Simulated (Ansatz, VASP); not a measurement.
Two plane-wave programs on P

```
CELL_PARAMETERS angstrom
3.32283 0.00000 0.00000
0.00000 4.16484 0.00000
0.00000 0.00000 50.72678
ATOMIC_POSITIONS crystal
P 0.00000 0.57189 0.37814
P 0.50000 0.92811 0.37814
P 0.50000 0.07189 0.42089
P 0.00000 0.42811 0.42089
P 0.50000 0.57189 0.47862
P 0.00000 0.92811 0.47862
P 0.00000 0.07189 0.52138
P 0.50000 0.42811 0.52138
P 0.00000 0.57189 0.57911
P 0.50000 0.92811 0.57911
P 0.50000 0.07189 0.62186
P 0.00000 0.42811 0.62186
```

Alike in both runs: task single point; functional PBE; dispersion D3(BJ); k mesh 6 × 4 × 1; occupations gaussian, width 0.1 eV; no spin polarisation.

```csv
,VASP,Ansatz
version,VASP 6.6.1,Ansatz 0.2.0
potentials or method,"VASP PAW PBE potentials, release 64 (P), cutoff 520 eV","scalar-relativistic, plane waves, PAW"
valence electrons in the cell,60,60
```

VASP gave:

```
gap on the k mesh at the Fermi level (eV) : 0.23
least direct gap on the mesh (eV)         : 0.43
rms of the force components (eV/Å)        : 0.056
```

Task: What did Ansatz give for the same quantities?

Result: gap on the k mesh at the Fermi level (eV): 0.23; least direct gap on the mesh (eV): 0.44; rms of the force components (eV/Å): 0.030.

Atom by atom the forces differ by 0.034 eV/Å (rms over components).
